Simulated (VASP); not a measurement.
Set up this calculation in VASP 6.6.1, as the native input.

```
Task                   : single point
Functional             : PBE
Potentials or basis    : VASP PAW PBE potentials, release 64 (K_sv, Br)
Cutoff                 : 520 eV
k mesh                 : 8 × 8 × 8
Occupations            : fermi-dirac, width 0.1 eV
Spin                   : no spin polarisation
Dipole correction      : no
Further INCAR settings : ALGO = Normal; EDIFF = 1e-06; NBANDS = 15
```

The structure of KBr (rock salt type) lies in POSCAR:

```
KBr
1.0
    0.0000000000      3.3500000000      3.3500000000
    3.3500000000      0.0000000000      3.3500000000
    3.3500000000      3.3500000000      0.0000000000
K Br
1 1
Direct
   -0.0029850746      0.0029850746      0.0029850746
    0.5000000000      0.5000000000      0.5000000000
```

The input as run:

INCAR

```
SYSTEM = KBr
PREC     = Accurate       ! precision mode
ENCUT    = 520            ! plane-wave cutoff, eV
EDIFF    = 1E-6           ! SCF threshold, eV
ISMEAR   = -1             ! smearing method
SIGMA    = 0.1            ! smearing width, eV
LREAL    = .FALSE.        ! projectors in reciprocal space
LASPH    = .TRUE.         ! aspherical terms in the spheres
NELM     = 80             ! most SCF steps
ALGO     = Normal         ! electronic algorithm
ISIF     = 2              ! what is computed and relaxed
LWAVE    = .FALSE.        ! write WAVECAR
LCHARG   = .FALSE.        ! write CHGCAR
GGA      = PE             ! functional
NBANDS   = 15             ! bands
```

KPOINTS

```
Automatic mesh
0
G
  8 8 8
  0 0 0
```

Potentials or basis: VASP PAW PBE potentials, release 64 (K_sv, Br).

Launch:

```console
$ cat potpaw_PBE.64/K_sv/POTCAR potpaw_PBE.64/Br/POTCAR > POTCAR
$ mpirun -np 1 vasp_std > vasp.out
```

It gave:

```yaml
Pressure: 0.1 GPa
Largest_force: 0.020 eV/Å
Band_gap_on_the_k_mesh: 4.32 eV
```

It took 21 s on 1 thread of Intel(R) Xeon(R) 6975P-C (Granite Rapids) (shared host), peak memory 0.24 GiB.
